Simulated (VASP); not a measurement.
Here is a VASP 6.6.1 calculation.

File POSCAR:

```
Bi2Te2Se
1.0
    2.2033517013      1.2721056633     10.7931839243
   -2.2033517013      1.2721056633     10.7931839243
    0.0000000000     -2.5442113266     10.7931839243
Bi Te Se
2 2 1
Direct
    0.6082790000      0.6082790000      0.6082790000
    0.3917210000      0.3917210000      0.3917210000
    0.2195950000      0.2195950000      0.2195950000
    0.7804050000      0.7804050000      0.7804050000
    0.0000000000      0.0000000000      0.0000000000
```

Contents of INCAR.step1:

```
SYSTEM = Bi2Te2Se
ALGO = Normal ; EDIFF = 1E-4
ENCUT = 520 ; GGA = PE
ISMEAR = 0 ; LASPH = .TRUE.
LCHARG = .FALSE. ; LREAL = .FALSE.
LWAVE = .TRUE. ; NBANDS = 32
NELM = 80 ; PREC = Accurate
SIGMA = 0.01
```

INCAR.step2

```
SYSTEM = Bi2Te2Se
ALGO = Normal ; EDIFF = 1E-6
ENCUT = 520 ; ISIF = 2
ISMEAR = 0 ; ISTART = 1
LASPH = .TRUE. ; LCHARG = .FALSE.
LMIXTAU = .TRUE. ; LREAL = .FALSE.
LWAVE = .FALSE. ; METAGGA = R2SCAN
NBANDS = 32 ; NELM = 80
PREC = Accurate ; SIGMA = 0.01
```

KPOINTS

```
k-points
0
G
  6 6 6
  0 0 0
```

Potentials or basis: VASP PAW PBE potentials, release 64 (Bi_d, Te, Se).

Command:

```sh
$ cat potpaw_PBE.64/Bi_d/POTCAR potpaw_PBE.64/Te/POTCAR potpaw_PBE.64/Se/POTCAR > POTCAR
$ cp INCAR.step1 INCAR
$ mpirun -np 1 vasp_std > vasp.out
$ cp INCAR.step2 INCAR
$ mpirun -np 1 vasp_std > vasp.out
```

Predict the largest force.

0.457 eV/Å.

Estimate the pressure.

-2.6 GPa.

Predict the band gap on the k mesh.

0.74 eV, direct.

Forces on the atoms (eV/Å):
```
Bi   0.000  0.000 -0.211
Bi   0.000  0.000  0.211
Te   0.000  0.000  0.457
Te   0.000  0.000 -0.457
Se   0.000  0.000  0.000
```

Caveat: the PAW data sets were made with another functional, which shifts forces and pressure a little; spin-orbit coupling is left out, which moves the levels of the heavy elements. r2SCAN opens gaps a little over a GGA but as a rule still falls short of measured ones.
